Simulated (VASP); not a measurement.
# MnPt2 (P-3m1) in VASP: notebook

MnPt2 is run at these levels: PBEsol; tasks: single point.

Everything below comes from runs of VASP 6.6.1. Logs are shortened: lines on timing, memory, paths and dates and some standing lists are left out, and cuts for length are marked.

## Step 1: The cell of the first run

It takes space group P-3m1 (No. 164, trigonal). Conventional cell: a = 2.774 Å, b = 2.774 Å, c = 6.546 Å, α = 90.00°, β = 90.00°, γ = 120.00°. Within 3.5 Å of Pt (site symmetry 3m) lie 3 Mn at 2.62 Å and 9 Pt at 2.77 to 2.88 Å. Within 3.5 Å of Mn (site symmetry -3m) lie 6 Pt at 2.62 Å and 6 Mn at 2.77 Å.

## Step 2: Single point, PBEsol, collinear spin, ferromagnetic start

Input file INCAR:

```
SYSTEM = MnPt2
PREC = Accurate ; ENCUT = 520
EDIFF = 1E-7 ; ISMEAR = -1
SIGMA = 0.05 ; LREAL = .FALSE.
LASPH = .TRUE. ; NELM = 150
ALGO = Normal ; ISIF = 2
LWAVE = .FALSE. ; LCHARG = .FALSE.
ISPIN = 2 ; MAGMOM = 0 0 4
LORBIT = 11 ; LMAXMIX = 4
GGA = PS ; NBANDS = 28
```

Input file KPOINTS:

```
Automatic mesh
0
G
  11 11 4
  0 0 0
```

Input file POSCAR:

```
MnPt2
1.0
    2.7735820995      0.0000000000      0.0000000000
   -1.3867910498      2.4019925577      0.0000000000
    0.0000000000      0.0000000000      6.5455069341
Pt Mn
2 1
Direct
    0.6666666667      0.3333333333      0.3175624068
    0.3333333333      0.6666666667      0.6824375932
    0.0000000000      0.0000000000      0.0000000000
```

Potentials or basis: VASP PAW PBE potentials, release 64 (Pt, Mn_pv).

Started as:

```console
> cat potpaw_PBE.64/Pt/POTCAR potpaw_PBE.64/Mn_pv/POTCAR > POTCAR
> mpirun -np 1 vasp_std > vasp.out
```

OUTCAR:

```text
SYSTEM = MnPt2
   PREC = Accurate
   ENCUT = 520
   EDIFF = 1E-7
   ISMEAR = -1
   LREAL = .FALSE.
   LASPH = .TRUE.
   NELM = 150
   ISIF = 2
   ISPIN = 2
   LORBIT = 11
   GGA = PS

 ion  position               nearest neighbor table
   1  0.667  0.333  0.318-   3 2.62   3 2.62   3 2.62   2 2.88   2 2.88   2 2.88
   2  0.333  0.667  0.682-   3 2.62   3 2.62   3 2.62   1 2.88   1 2.88   1 2.88
   3  0.000  0.000  0.000-   1 2.62   2 2.62   1 2.62   2 2.62   1 2.62   2 2.62

  LATTYP: Found a hexagonal cell.
 ALAT       =     2.7735820995
 C/A-ratio  =     2.3599470646

  Lattice vectors:

 A1 = (   2.7735820995,   0.0000000000,   0.0000000000)
 A2 = (  -1.3867910498,   2.4019925577,   0.0000000000)
 A3 = (   0.0000000000,   0.0000000000,   6.5455069341)

Analysis of symmetry for initial positions (statically):
=====================================================================
 Subroutine PRICEL returns:
 Original cell was already a primitive cell.

 Routine SETGRP: Setting up the symmetry group for a
 hexagonal supercell.

 Subroutine GETGRP returns: Found 12 space group operations
 (whereof 12 operations were pure point group operations)
 out of a pool of 24 trial point group operations.

The static configuration has the point symmetry D_3d.

Analysis of symmetry for dynamics (positions and initial velocities):
=====================================================================
 Subroutine PRICEL returns:
 Original cell was already a primitive cell.

 Routine SETGRP: Setting up the symmetry group for a
 hexagonal supercell.

 Subroutine GETGRP returns: Found 12 space group operations
 (whereof 12 operations were pure point group operations)
 out of a pool of 24 trial point group operations.

The dynamic configuration has the point symmetry D_3d.

Analysis of structural, dynamic, and magnetic symmetry:
=====================================================================
 Subroutine PRICEL returns:
 Original cell was already a primitive cell.

 Routine SETGRP: Setting up the symmetry group for a
 hexagonal supercell.

 Subroutine GETGRP returns: Found 12 space group operations
 (whereof 12 operations were pure point group operations)
 out of a pool of 24 trial point group operations.

The overall configuration has the point symmetry D_3d.

 Subroutine INISYM returns: Found 12 space group operations
 (whereof 12 operations are pure point group operations),
 and found     1 'primitive' translations

[... 113 lines left out ...]
   IALGO  =     38    algorithm
   IMIX   =      4    mixing-type and parameters
     AMIX     =   0.40;   BMIX     =  1.00
     AMIX_MAG =   1.60;   BMIX_MAG =  1.00
  volume/ion in A,a.u.               =      14.54        98.09
  Fermi-wavevector in a.u.,A,eV,Ry     =   1.491858  2.819203 30.281675  2.225640
  Thomas-Fermi vector in A             =   2.604460
   LORBIT       =     11    0 simple, 1 ext, 2 COOP (PROOUT), +10 PAW based schemes
   GGA     = PS    functional components
   LHFCALC =     F    Hartree Fock is set to
   AEXX    =    0.0000 exact exchange contribution
   IVDW    =     0    specifies the selected vdW correction
   LEPSILON=     F    determine dielectric tensor
   LRPA    =     F    only Hartree local field effects (RPA)
 spin polarized calculation
  energy-cutoff  :      520.00
  volume of cell :       43.61
 maximum number of plane-waves:      1188
 NGX is ok and might be reduce to    24
   NGX = 11   NGY = 11   NGZ = 25

 number of electron      33.0000004 magnetization       4.1632107

 Free energy of the ion-electron system (eV)
  ---------------------------------------------------
  ext. energy  EPLUGINS =         0.00000000
  ---------------------------------------------------
  free energy    TOTEN  =       -24.04384726 eV

  energy without entropy =      -24.01768414  energy(sigma->0) =      -24.03076570

 E-fermi :  10.2719     XC(G=0): -13.3398

 val. band max:       10.2629936529   @ k =   0.0000   0.1818   0.2500
 cond. band min:      10.2822296359   @ k =   0.4545   0.0000   0.5000
 fundamental gap:      0.0192359829
 Fermi energy:        10.2718993865

 spin component 1

 k-point     1 :       0.0000    0.0000    0.0000
  band No.  band energies     occupation
      1     -39.1595      1.00000
      2     -39.0559      1.00000
      3     -39.0559      1.00000
      4       0.3840      1.00000
      5       2.5967      1.00000
      6       4.0561      1.00000
[... 733 lines left out ...]
     27      24.2516      0.00000
     28      26.0708      0.00000

 [... further k-points ...]

 spin component 2

 k-point     1 :       0.0000    0.0000    0.0000
  band No.  band energies     occupation
      1     -35.5006      1.00000
      2     -35.3219      1.00000
      3     -35.3219      1.00000
      4       0.6125      1.00000
      5       2.7275      1.00000
      6       4.7415      1.00000
[... 733 lines left out ...]
     27      24.7618      0.00000
     28      26.3576      0.00000

 [... further k-points ...]
[... 5 lines left out ...]
  --------------------------------------------------------------------------------------
  -------------------------------------------------------------------------------------
  Total       -0.0252888     -0.0252888      0.0100610      0.0000000     -0.0000000      0.0000000
  in kB       -0.9291437     -0.9291437      0.3696535      0.0000000     -0.0000000      0.0000000
  external PRESSURE =      -0.4962113 kB  Pullay stress =       0.0000000 kB

 VOLUME and BASIS-vectors are now :
 -----------------------------------------------------------------------------
  energy-cutoff  :      520.00
  volume of cell :       43.61
      direct lattice vectors                 reciprocal lattice vectors
     2.773582100  0.000000000  0.000000000     0.360544582  0.208160512  0.000000000
    -1.386791050  2.401992558  0.000000000     0.000000000  0.416321023  0.000000000
     0.000000000  0.000000000  6.545506934     0.000000000  0.000000000  0.152776555

 POSITION                                       TOTAL-FORCE (eV/Angst)
 -----------------------------------------------------------------------------------
      1.38679      0.80066      2.07861        -0.000000      0.000000      0.013070
     -0.00000      1.60133      4.46690         0.000000      0.000000     -0.013070
      0.00000      0.00000      0.00000         0.000000      0.000000      0.000000
 -----------------------------------------------------------------------------------
    total drift:                                0.000000     -0.000000      0.000000

  FREE ENERGIE OF THE ION-ELECTRON SYSTEM (eV)
  ---------------------------------------------------
  free  energy   TOTEN  =       -24.0438472635 eV

  energy  without entropy=      -24.0176841412  energy(sigma->0) =      -24.03076570

 total charge

# of ion       s       p       d       tot
------------------------------------------
    1        0.673   0.607   8.057   9.337
    2        0.673   0.607   8.057   9.337
    3        0.332   6.287   5.010  11.630
--------------------------------------------------
tot          1.679   7.501  21.124  30.304

 magnetization (x)

# of ion       s       p       d       tot
------------------------------------------
    1       -0.015   0.001   0.260   0.245
    2       -0.015   0.001   0.260   0.245
    3        0.011   0.027   3.466   3.504
--------------------------------------------------
tot         -0.020   0.029   3.986   3.995
```

OSZICAR:

```text
N       E                     dE             d eps       ncg     rms          rms(c)
DAV:   1     0.282078149207E+03    0.28208E+03   -0.16984E+04  6528   0.128E+03
DAV:   2    -0.132949375101E+02   -0.29537E+03   -0.27462E+03  6568   0.350E+02
DAV:   3    -0.257339340665E+02   -0.12439E+02   -0.12091E+02  7272   0.783E+01
[... 11 lines left out ...]
DAV:  15    -0.240438480578E+02   -0.20352E-04   -0.72389E-05  7256   0.681E-02    0.283E-02
DAV:  16    -0.240438472347E+02    0.82312E-06   -0.14374E-05  7184   0.298E-02    0.118E-02
DAV:  17    -0.240438470948E+02    0.13989E-06   -0.19880E-06  7896   0.124E-02    0.412E-03
DAV:  18    -0.240438472351E+02   -0.14030E-06   -0.29081E-07  6164   0.384E-03    0.170E-03
DAV:  19    -0.240438472635E+02   -0.28406E-07   -0.53077E-08  3892   0.232E-03
   1 F= -.24043847E+02 E0= -.24030766E+02  d E =-.261631E-01  mag=     4.1632
```

stdout:

```text
POSCAR found type information on POSCAR PtMn
 POSCAR found :  2 types and       3 ions
 scaLAPACK will be used
 -----------------------------------------------------------------------------
|                                                                             |
|                                                                             |
|     You enforced a specific xc type in the INCAR file but a different       |
|     I HOPE YOU KNOW WHAT YOU ARE DOING!                                     |
|                                                                             |
 -----------------------------------------------------------------------------

 LDA part: xc-table for (Slater+PW92), standard interpolation
 POSCAR, INCAR and KPOINTS ok, starting setup
 FFT: planning ... GRIDC
 FFT: planning ... GRID_SOFT
 FFT: planning ... GRID
 WAVECAR not read
 entering main loop
```

Wall time 6.5 min (1 thread of AMD EPYC, shared host); peak memory 0.23 GiB.

What came out:

| Quantity | Value |
| --- | --- |
| Free energy | -24.0438 eV |
| Pressure | 0.0 GPa |
| Largest force | 0.013 eV/Å |
| Net moment | 4.16 μB per cell |
| Site moments | Pt +0.24; Mn +3.50 μB |
| Valence electrons inside the program's atomic spheres | Pt 9.34; Mn 11.63 |

Forces in eV/Å, atoms in the order of the input:
```
Pt   0.000  0.000  0.013
Pt   0.000  0.000 -0.013
Mn   0.000  0.000  0.000
```

Stress tensor (GPa, compression positive):
```
-0.09  0.00  0.00
 0.00 -0.09  0.00
 0.00  0.00  0.04
```

Caveat: the PAW data sets were made with another functional, which shifts forces and pressure a little; spin-orbit coupling is left out, which moves the levels of the heavy elements.

## Step 3: Single point, PBEsol, collinear spin, ferromagnetic start

Input file INCAR:

```
SYSTEM = MnPt2
PREC = Accurate ; ENCUT = 520
EDIFF = 1E-6 ; ISMEAR = -1
SIGMA = 0.05 ; LREAL = .False.
LASPH = .True. ; NELM = 150
ALGO = Fast ; ISIF = 2
LWAVE = .False. ; LCHARG = .True.
ISPIN = 2 ; MAGMOM = 0 0 4
LORBIT = 11 ; LMAXMIX = 4
GGA = PS ; LELF = .True.
LVHAR = .True. ; NBANDS = 28
```

Input file KPOINTS:

```
regular mesh
0
Gamma
  11 11 4
  0 0 0
```

Input file POSCAR:

```
MnPt2
1.0
    2.7735820988      0.0000000000      0.0000000000
   -1.3867910494      2.4019925571      0.0000000000
    0.0000000000      0.0000000000      6.5455069277
Pt Mn
2 1
Direct
    0.6666666667      0.3333333333      0.3175624062
    0.3333333333      0.6666666667      0.6824375938
    0.0000000000      0.0000000000      0.0000000000
```

Potentials or basis: VASP PAW PBE potentials, release 64 (Pt, Mn_pv).

Started as:

```console
> cat potpaw_PBE.64/Pt/POTCAR potpaw_PBE.64/Mn_pv/POTCAR > POTCAR
> mpirun -np 1 vasp_std > vasp.out
```

OUTCAR:

```text
SYSTEM = MnPt2
   PREC = Accurate
   ENCUT = 520
   EDIFF = 1E-6
   ISMEAR = -1
   LREAL = .False.
   LASPH = .True.
   NELM = 150
   ISIF = 2
   ISPIN = 2
   LORBIT = 11
   GGA = PS

 ion  position               nearest neighbor table
   1  0.667  0.333  0.318-   3 2.62   3 2.62   3 2.62   2 2.88   2 2.88   2 2.88
   2  0.333  0.667  0.682-   3 2.62   3 2.62   3 2.62   1 2.88   1 2.88   1 2.88
   3  0.000  0.000  0.000-   1 2.62   2 2.62   1 2.62   2 2.62   1 2.62   2 2.62

  LATTYP: Found a hexagonal cell.
 ALAT       =     2.7735820988
 C/A-ratio  =     2.3599470629

  Lattice vectors:

 A1 = (   2.7735820988,   0.0000000000,   0.0000000000)
 A2 = (  -1.3867910494,   2.4019925571,   0.0000000000)
 A3 = (   0.0000000000,   0.0000000000,   6.5455069277)

Analysis of symmetry for initial positions (statically):
=====================================================================
 Subroutine PRICEL returns:
 Original cell was already a primitive cell.

 Routine SETGRP: Setting up the symmetry group for a
 hexagonal supercell.

 Subroutine GETGRP returns: Found 12 space group operations
 (whereof 12 operations were pure point group operations)
 out of a pool of 24 trial point group operations.

The static configuration has the point symmetry D_3d.

Analysis of symmetry for dynamics (positions and initial velocities):
=====================================================================
 Subroutine PRICEL returns:
 Original cell was already a primitive cell.

 Routine SETGRP: Setting up the symmetry group for a
 hexagonal supercell.

 Subroutine GETGRP returns: Found 12 space group operations
 (whereof 12 operations were pure point group operations)
 out of a pool of 24 trial point group operations.

The dynamic configuration has the point symmetry D_3d.

Analysis of structural, dynamic, and magnetic symmetry:
=====================================================================
 Subroutine PRICEL returns:
 Original cell was already a primitive cell.

[... 154 lines left out ...]
  free energy    TOTEN  =       -24.04384718 eV

  energy without entropy =      -24.01768205  energy(sigma->0) =      -24.03076461

 E-fermi :  10.2720     XC(G=0): -13.3398

 val. band max:       10.2630753196   @ k =   0.0000   0.1818   0.2500
 cond. band min:      10.2823235984   @ k =   0.4545   0.0000   0.5000
 fundamental gap:      0.0192482788
 Fermi energy:        10.2719530886

 spin component 1

 k-point     1 :       0.0000    0.0000    0.0000
  band No.  band energies     occupation
      1     -39.1593      1.00000
      2     -39.0560      1.00000
      3     -39.0560      1.00000
      4       0.3841      1.00000
      5       2.5968      1.00000
      6       4.0561      1.00000
[... 733 lines left out ...]
     27      24.2517      0.00000
     28      26.0726      0.00000

 [... further k-points ...]

 spin component 2

 k-point     1 :       0.0000    0.0000    0.0000
  band No.  band energies     occupation
      1     -35.5004      1.00000
      2     -35.3218      1.00000
      3     -35.3218      1.00000
      4       0.6125      1.00000
      5       2.7275      1.00000
      6       4.7415      1.00000
[... 733 lines left out ...]
     27      24.7617      0.00000
     28      26.3611      0.00000

 [... further k-points ...]

------------------------ aborting loop because EDIFF is reached ----------------------------------------

  FORCE on cell =-STRESS in cart. coord.  units (eV):
  Direction    XX          YY          ZZ          XY          YZ          ZX
  --------------------------------------------------------------------------------------
  -------------------------------------------------------------------------------------
  Total       -0.0263898     -0.0263898      0.0109600      0.0000000      0.0000000      0.0000000
  in kB       -0.9695968     -0.9695968      0.4026845      0.0000000      0.0000000      0.0000000
  external PRESSURE =      -0.5121697 kB  Pullay stress =       0.0000000 kB

 VOLUME and BASIS-vectors are now :
 -----------------------------------------------------------------------------
  energy-cutoff  :      520.00
  volume of cell :       43.61
      direct lattice vectors                 reciprocal lattice vectors
     2.773582099  0.000000000  0.000000000     0.360544583  0.208160512  0.000000000
    -1.386791049  2.401992557  0.000000000     0.000000000  0.416321024  0.000000000
     0.000000000  0.000000000  6.545506928     0.000000000  0.000000000  0.152776555

 POSITION                                       TOTAL-FORCE (eV/Angst)
 -----------------------------------------------------------------------------------
      1.38679      0.80066      2.07861         0.000000     -0.000000      0.013253
     -0.00000      1.60133      4.46690        -0.000000      0.000000     -0.013253
      0.00000      0.00000      0.00000        -0.000000      0.000000      0.000000
 -----------------------------------------------------------------------------------
    total drift:                                0.000000     -0.000000      0.000000

  FREE ENERGIE OF THE ION-ELECTRON SYSTEM (eV)
  ---------------------------------------------------
  free  energy   TOTEN  =       -24.0438471813 eV

  energy  without entropy=      -24.0176820484  energy(sigma->0) =      -24.03076461

 total charge

# of ion       s       p       d       tot
------------------------------------------
    1        0.673   0.607   8.057   9.337
    2        0.673   0.607   8.057   9.337
    3        0.332   6.287   5.010  11.630
--------------------------------------------------
tot          1.679   7.501  21.123  30.303

 magnetization (x)

# of ion       s       p       d       tot
------------------------------------------
    1       -0.015   0.001   0.260   0.245
    2       -0.015   0.001   0.260   0.245
    3        0.011   0.027   3.466   3.504
--------------------------------------------------
tot         -0.020   0.029   3.986   3.994
```

OSZICAR:

```text
N       E                     dE             d eps       ncg     rms          rms(c)
DAV:   1     0.282078149460E+03    0.28208E+03   -0.16984E+04  6528   0.128E+03
DAV:   2    -0.132949374944E+02   -0.29537E+03   -0.27462E+03  6568   0.350E+02
DAV:   3    -0.257339340667E+02   -0.12439E+02   -0.12091E+02  7272   0.783E+01
DAV:   4    -0.258723012026E+02   -0.13837E+00   -0.13824E+00  7404   0.812E+00
DAV:   5    -0.258746868850E+02   -0.23857E-02   -0.23856E-02  7196   0.110E+00    0.213E+01
RMM:   6    -0.249887886519E+02    0.88590E+00   -0.59486E+00  7325   0.180E+01    0.148E+01
RMM:   7    -0.262956457919E+02   -0.13069E+01   -0.23499E+00  7301   0.956E+00    0.199E+01
RMM:   8    -0.238833468055E+02    0.24123E+01   -0.76355E-01  7396   0.626E+00    0.536E+00
RMM:   9    -0.239833587090E+02   -0.10001E+00   -0.66136E-02  7536   0.154E+00    0.310E+00
RMM:  10    -0.240175414259E+02   -0.34183E-01   -0.49049E-02  7365   0.115E+00    0.209E+00
RMM:  11    -0.240382946565E+02   -0.20753E-01   -0.12481E-02  7300   0.774E-01    0.103E+00
RMM:  12    -0.240436111692E+02   -0.53165E-02   -0.66656E-03  7525   0.538E-01    0.356E-01
RMM:  13    -0.240438002596E+02   -0.18909E-03   -0.76891E-04  7995   0.185E-01    0.156E-01
RMM:  14    -0.240438460387E+02   -0.45779E-04   -0.16256E-04  7890   0.837E-02    0.822E-02
RMM:  15    -0.240438469751E+02   -0.93636E-06   -0.41090E-05  7837   0.467E-02    0.285E-02
RMM:  16    -0.240438475811E+02   -0.60604E-06   -0.13953E-05  7751   0.244E-02    0.113E-02
RMM:  17    -0.240438471813E+02    0.39983E-06   -0.24920E-06  6246   0.104E-02
   1 F= -.24043847E+02 E0= -.24030765E+02  d E =-.261651E-01  mag=     4.1628
```

Wall time 2.1 min (1 thread of Intel Xeon Platinum 8488C (Sapphire Rapids), shared host); peak memory 0.26 GiB.

Results:

```
Free energy                                           : -24.0438 eV
Pressure                                              : -0.1 GPa
Largest force                                         : 0.013 eV/Å
Net moment                                            : 4.16 μB per cell
Site moments                                          : Pt +0.24; Mn +3.50 μB
Valence electrons inside the program's atomic spheres : Pt 9.34; Mn 11.63
```

Forces on the atoms (eV/Å):
```
Pt   0.000  0.000  0.013
Pt   0.000  0.000 -0.013
Mn   0.000  0.000  0.000
```

Stress tensor (GPa, compression positive):
```
-0.10  0.00  0.00
 0.00 -0.10  0.00
 0.00  0.00  0.04
```

Caveat: the PAW data sets were made with another functional, which shifts forces and pressure a little; spin-orbit coupling is left out, which moves the levels of the heavy elements.

[end of part 1 of 2]
